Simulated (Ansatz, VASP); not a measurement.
# AgCl in VASP and in Ansatz

The input INCAR:

```
SYSTEM = AgCl
ALGO = Normal
EDIFF = 1E-6
ENCUT = 520
GGA = PS
ISIF = 2
ISMEAR = 0
LASPH = .TRUE.
LCHARG = .FALSE.
LREAL = .FALSE.
LWAVE = .FALSE.
NBANDS = 16
NELM = 60
PREC = Accurate
SIGMA = 0.05
```

File KPOINTS:

```
k-points
0
G
  12 12 12
  0 0 0
```

File POSCAR:

```
AgCl
1.0
    3.3628765156     -0.0885875784     -0.0885875784
   -0.0885875784      3.3628765156     -0.0885875784
   -0.0885875784     -0.0885875784      3.3628765156
Ag Cl
1 1
Direct
    0.0000000000      0.0000000000      0.0000000000
    0.5000000000      0.5000000000      0.5000000000
```

Input for Ansatz:

```yaml
crystal:
  lattice:
    - [3.3628765156, -0.0885875784, -0.0885875784]
    - [-0.0885875784, 3.3628765156, -0.0885875784]
    - [-0.0885875784, -0.0885875784, 3.3628765156]
  atoms:
    - { symbol: Ag, position: [0.0, 0.0, 0.0] }
    - { symbol: Cl, position: [0.5, 0.5, 0.5] }
basis:
  ecutwfc: 420
kpoints:
  mp_grid: { grid: [12, 12, 12] }
hamiltonian:
  xc: pbesol
scf:
  occupations: { method: gaussian, width: 0.05 }
output:
  forces: true
  stress: true
  eigenvalues: true
  write_density: true
  write_potential: true
  elf: true
  volumetric_format: npy
```

Alike in both runs: task single point; functional PBEsol; k mesh 12 × 12 × 12; occupations gaussian, width 0.05 eV; no spin polarisation.

```csv
,VASP,Ansatz
version,VASP 6.6.1,Ansatz 0.2.0
potentials or method,"VASP PAW PBE potentials, release 64 (Ag, Cl), cutoff 520 eV","scalar-relativistic, plane waves, PAW"
valence electrons in the cell,18,26
```

|  | VASP | Ansatz | Ansatz less VASP |
| --- | --- | --- | --- |
| gap on the k mesh at the Fermi level (eV) | 0.29 | 0.29 | -0.001 |
| least direct gap on the mesh (eV) | 2.10 | 2.10 | -0.002 |
| pressure (GPa) | -1.4 | -1.3 | +0.12 |
| traceless stress, the component that is largest in VASP (GPa) | -0.61 | -0.60 | +0.011 |

VASP's potentials were made for PBE, not for PBEsol. VASP's potentials hold 18 valence electrons a cell and Ansatz's 26, so a difference there can come from the potentials and not from the codes.
